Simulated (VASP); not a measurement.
# CoO (I4/mmm) in VASP: further runs, part 3 of 3

VASP 6.6.1.

## Step 6: Phonons, PBE+U, collinear spin, ferromagnetic start

This run uses another cell than the first one, of 10.18 Å³/atom.

Input file INCAR:

```
ALGO = Normal
EDIFF = 1E-8
ENCUT = 520
GGA = PE
IBRION = 6
ISIF = 2
ISMEAR = 0
ISPIN = 2
LASPH = True
LCHARG = False
LDAU = True
LDAUJ = 0 0
LDAUL = 2 -1
LDAUPRINT = 1
LDAUTYPE = 2
LDAUU = 3.32 0
LMAXMIX = 4
LORBIT = 11
LREAL = False
LWAVE = False
MAGMOM = 2.84 0.26
NELM = 150
NFREE = 2
NSW = 1
POTIM = 0.015
PREC = Accurate
SIGMA = 0.01
```

Input file KPOINTS:

```
k-points
0
Gamma
  16 16 16
```

Input file POSCAR:

```
CoO
1.0
   -1.4988479147      1.4988479147      2.2653713856
    1.4988479147     -1.4988479147      2.2653713856
    1.4988479147      1.4988479147     -2.2653713856
Co O
1 1
Direct
    0.0000000000      0.0000000000      0.0000000000
    0.5000000000      0.5000000000      0.0000000000
```

Potentials or basis: VASP PAW PBE potentials, release 64 (Co, O).

Run with:

```
$ cat potpaw_PBE.64/Co/POTCAR potpaw_PBE.64/O/POTCAR > POTCAR
$ mpirun -np 1 vasp_std > vasp.out
```

OUTCAR:

```text
EDIFF = 1E-8
   ENCUT = 520
   GGA = PE
   IBRION = 6
   ISIF = 2
   ISMEAR = 0
   ISPIN = 2
   LASPH = True
   LORBIT = 11
   LREAL = False
   NELM = 150
   NFREE = 2
   NSW = 1
   POTIM = 0.015
   PREC = Accurate

 ion  position               nearest neighbor table
   1  0.000  0.000  0.000-   2 2.12   2 2.12   2 2.12   2 2.12   2 2.27   2 2.27
   2  0.500  0.500  0.000-   1 2.12   1 2.12   1 2.12   1 2.12   1 2.27   1 2.27

  LATTYP: Found a body centered tetragonal cell.
 ALAT       =     2.9976958294
 C/A-ratio  =     1.5114084380

  Lattice vectors:

 A1 = (  -1.4988479147,   1.4988479147,   2.2653713856)
 A2 = (   1.4988479147,  -1.4988479147,   2.2653713856)
 A3 = (   1.4988479147,   1.4988479147,  -2.2653713856)

Analysis of symmetry for initial positions (statically):
[... 1340 lines left out ...]

 INTERNAL STRAIN TENSOR FOR ION    1 for displacements in x,y,z  (eV/Angst):
          X           Y           Z          XY          YZ          ZX
  --------------------------------------------------------------------------------
  x     0.00000     0.00000     0.00000     0.00000     0.00000     0.00000
  y     0.00000     0.00000     0.00000     0.00000     0.00000     0.00000
  z     0.00000     0.00000     0.00000     0.00000     0.00000     0.00000

 INTERNAL STRAIN TENSOR FOR ION    2 for displacements in x,y,z  (eV/Angst):
          X           Y           Z          XY          YZ          ZX
  --------------------------------------------------------------------------------
  x     0.00000     0.00000     0.00000     0.00000     0.00000     0.00000
  y     0.00000     0.00000     0.00000     0.00000     0.00000     0.00000
  z     0.00000     0.00000     0.00000     0.00000     0.00000     0.00000

 Eigenvectors and eigenvalues of the dynamical matrix
 ----------------------------------------------------

   1 f  =    8.981765 THz    56.434092 2PiTHz  299.599421 cm-1    37.145577 meV
             X         Y         Z           dx          dy          dz
      0.000000  0.000000  0.000000     0.462465    0.000000    0.000000
      0.000000  0.000000  2.265371    -0.886638    0.000000    0.000000
[... 21 lines left out ...]
   6 f/i=    0.010712 THz     0.067306 2PiTHz    0.357318 cm-1     0.044302 meV
             X         Y         Z           dx          dy          dz
      0.000000  0.000000  0.000000     0.000000    0.000000    0.885703
      0.000000  0.000000  2.265371     0.000000    0.000000    0.464253

 ELASTIC MODULI CONTR FROM IONIC RELAXATION (kBar)
 Direction    XX          YY          ZZ          XY          YZ          ZX
 --------------------------------------------------------------------------------
 XX           0.0000      0.0000      0.0000      0.0000      0.0000      0.0000
 YY           0.0000      0.0000      0.0000      0.0000      0.0000      0.0000
 ZZ           0.0000      0.0000      0.0000      0.0000      0.0000      0.0000
 XY           0.0000      0.0000      0.0000      0.0000      0.0000      0.0000
 YZ           0.0000      0.0000      0.0000      0.0000      0.0000      0.0000
 ZX           0.0000      0.0000      0.0000      0.0000      0.0000      0.0000
 --------------------------------------------------------------------------------

 total charge

# of ion       s       p       d       tot
------------------------------------------
    1        0.291   0.339   7.110   7.740
    2        1.551   3.439   0.000   4.990
--------------------------------------------------
tot          1.842   3.778   7.110  12.731

 magnetization (x)

# of ion       s       p       d       tot
------------------------------------------
    1        0.023   0.018   2.695   2.736
    2        0.021   0.192   0.000   0.213
--------------------------------------------------
tot          0.044   0.210   2.695   2.949
```

OSZICAR:

```text
N       E                     dE             d eps       ncg     rms          rms(c)
DAV:   1     0.867269662517E+02    0.86727E+02   -0.72688E+03 18446   0.132E+03
DAV:   2    -0.717189780011E+01   -0.93899E+02   -0.82150E+02 19717   0.267E+02
[... 114 lines left out ...]
DAV:   5    -0.119337064840E+02   -0.61023E-05   -0.75574E-05 18863   0.803E-02    0.183E-02
DAV:   6    -0.119337060701E+02    0.41396E-06   -0.51727E-06 20319   0.452E-02    0.115E-02
DAV:   7    -0.119337056443E+02    0.42575E-06   -0.13520E-06 18653   0.142E-02    0.319E-03
DAV:   8    -0.119337056493E+02   -0.50090E-08   -0.70427E-07 20388   0.104E-02    0.111E-03
DAV:   9    -0.119337056343E+02    0.15085E-07   -0.37500E-08 17833   0.215E-03    0.565E-04
DAV:  10    -0.119337056286E+02    0.56577E-08   -0.37118E-09  9229   0.765E-04
   9 F= -.11933706E+02 E0= -.11933706E+02  d E =-.283327E-16  mag=     3.0000
```

stdout:

```text
POSCAR found type information on POSCAR CoO
 POSCAR found :  2 types and       2 ions
 scaLAPACK will be used
 LDA part: xc-table for (Slater+PW92), standard interpolation
 POSCAR, INCAR and KPOINTS ok, starting setup
 FFT: planning ... GRIDC
 FFT: planning ... GRID_SOFT
 FFT: planning ... GRID
 WAVECAR not read
 entering main loop
 Found     4 degrees of freedom:
 Finite differences POTIM= 0.01500 DOF=   4
 bond charge predicted
 Finite differences progress:
 bond charge predicted
 Finite differences progress:
 bond charge predicted
 Finite differences progress:
 bond charge predicted
 Finite differences progress:
 bond charge predicted
 Finite differences progress:
 bond charge predicted
 Finite differences progress:
 bond charge predicted
 Finite differences progress:
 bond charge predicted
 Finite differences progress:
```

It took 32 min on 1 thread of Oxide Virtual Turin-like, shared host; peak memory 0.55 GiB.

What came out:

```yaml
Net_moment: 3.00 μB per cell
Site_moments: Co +2.74; O +0.21 μB
Valence_electrons_inside_the_program's_atomic_spheres: Co 7.74; O 4.99
Highest_phonon_frequency_at_Γ_LO-TO_splitting_left_out: 300 cm⁻¹
```

Phonon frequencies in cm⁻¹ (negative: imaginary):
| q point | frequencies |
| --- | --- |
| (0.000, 0.000, 0.000) | 0 0 0 146 300 300 |

Eigenvalues of the final occupation matrices:
| site | spin | trace | eigenvalues |
| --- | --- | --- | --- |
| site 1 d | 1 | 4.92 | 0.97 0.97 0.97 1.00 1.01 |
| site 1 d | 2 | 2.22 | 0.04 0.09 0.16 0.96 0.96 |

Caveat: the cell stands under pressure or tension, which shifts response properties; a cell with one magnetic atom can't hold antiferromagnetic order, which such compounds often take.

## Step 7: Overview

| task | cell | k mesh | cutoff (eV) | smearing | ions in elastic constants | gap on the mesh (eV) | pressure (GPa) | moment (μB) |
| --- | --- | --- | --- | --- | --- | --- | --- | --- |
| relaxation of shape and atoms at fixed volume | relaxed from a = 3.071 Å, angles 122.2, 122.2, 86.2°, 2 atoms | 16 × 16 × 16 | 600 | gaussian 0.01 eV | - | none | 1.5 | 3.00 |
| elastic constants | a = 3.102 Å, angles 122.2, 122.2, 86.2°, 2 atoms | 3 × 3 × 3 | 600 | gaussian 0.01 eV | relaxed | - | - | 3.00 |
| single point | a = 3.139 Å, angles 122.5, 122.5, 85.7°, 2 atoms | 16 × 16 × 16 | 520 | gaussian 0.01 eV | - | 0.24 | -7.4 | 3.00 |
| single point | a = 3.102 Å, angles 122.2, 122.2, 86.2°, 2 atoms | 16 × 16 × 16 | 520 | gaussian 0.03 eV | - | 0.12 | -3.3 | 3.00 |
| phonons | a = 3.102 Å, angles 122.2, 122.2, 86.2°, 2 atoms | 16 × 16 × 16 | 520 | gaussian 0.01 eV | - | - | - | 3.00 |

Alike in all rows: level PBE+U; potentials or basis VASP PAW PBE potentials, release 64 (Co, O); spin collinear, ferromagnetic start; Co d U = 3.32 eV.

Caveats: some runs use coarse meshes; a cell with one magnetic atom can't hold antiferromagnetic order, which such compounds often take; the cell stands under tension (at least some runs); the cell is under stress, which shifts elastic constants (at least some runs); the cell stands under pressure or tension, which shifts response properties (at least some runs).

Total energies depend on the potentials used, so only differences within one code and one set of settings carry meaning.
